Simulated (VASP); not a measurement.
Set up this calculation in VASP 6.6.1, as the native input.

```yaml
Task: single point
Functional: PBE
Potentials_or_basis: VASP PAW PBE potentials, release 64 (H, Rb_sv, Ce)
Cutoff: 520 eV
k_mesh: 4 × 4 × 4
Occupations: fermi-dirac, width 0.1 eV
Spin: no spin polarisation
Dipole_correction: no
k_mesh_for_the_DOS: 6 × 6 × 6
Occupations_for_the_DOS: tetrahedron
Further_INCAR_settings: ALGO = Normal; EDIFF = 1e-06
```

The system is Rb2CeH2.

```
CELL_PARAMETERS angstrom
0.00000 0.00000 6.41523
7.03053 0.00000 0.00000
3.51526 6.68070 -3.20762
ATOMIC_POSITIONS crystal
H 0.89480 0.29840 0.78960
H 0.10520 0.70160 0.21040
H 0.60520 0.08800 0.21040
H 0.39480 0.91200 0.78960
Rb 0.14510 0.18450 0.29020
Rb 0.85490 0.81550 0.70980
Rb 0.35490 0.47470 0.70980
Rb 0.64510 0.52530 0.29020
Ce 0.25000 0.00000 0.00000
Ce 0.75000 0.00000 0.00000
```

The input as run:

POSCAR

```
Rb2CeH2
1.0
    0.0000000000      0.0000000000      6.4152330000
    7.0305300000      0.0000000000      0.0000000000
    3.5152650000      6.6807000000     -3.2076160000
H Rb Ce
4 4 2
Direct
    0.8948000000      0.2984000000      0.7896000000
    0.1052000000      0.7016000000      0.2104000000
    0.6052000000      0.0880000000      0.2104000000
    0.3948000000      0.9120000000      0.7896000000
    0.1451000000      0.1845000000      0.2902000000
    0.8549000000      0.8155000000      0.7098000000
    0.3549000000      0.4747000000      0.7098000000
    0.6451000000      0.5253000000      0.2902000000
    0.2500000000      0.0000000000      0.0000000000
    0.7500000000      0.0000000000      0.0000000000
```

INCAR.step1

```
ALGO = Normal
EDIFF = 1E-6
ENCUT = 520
GGA = PE
ISIF = 2
ISMEAR = -1
LASPH = T
LCHARG = T
LMAXMIX = 6
LREAL = F
LWAVE = F
NBANDS = 43
NELM = 60
PREC = Accurate
SIGMA = 0.1
```

KPOINTS.step1

```
k-points
0
Gamma
  4 4 4
```

INCAR.step2

```
ALGO = Normal
EDIFF = 1E-6
ENCUT = 520
GGA = PE
ICHARG = 11
ISIF = 2
ISMEAR = -5
LASPH = T
LCHARG = F
LMAXMIX = 6
LORBIT = 10
LREAL = F
LWAVE = F
NEDOS = 2001
NELM = 60
PREC = Accurate
SIGMA = 0.1
```

KPOINTS.step2

```
k-points
0
Gamma
  6 6 6
```

Potentials or basis: VASP PAW PBE potentials, release 64 (H, Rb_sv, Ce).

Command:

```sh
$ cat potpaw_PBE.64/H/POTCAR potpaw_PBE.64/Rb_sv/POTCAR potpaw_PBE.64/Ce/POTCAR > POTCAR
$ cp INCAR.step1 INCAR
$ cp KPOINTS.step1 KPOINTS
$ mpirun -np 1 vasp_std > vasp.out
$ cp INCAR.step2 INCAR
$ cp KPOINTS.step2 KPOINTS
$ mpirun -np 1 vasp_std > vasp.out
```

It gave:

The valence electrons inside the program's atomic spheres are H 0.48; Rb 7.33; Ce 9.62.

Run time: 31 min on 1 thread of AMD EPYC 9755 128-Core Processor, with other jobs on the host, peak memory 0.7 GiB.
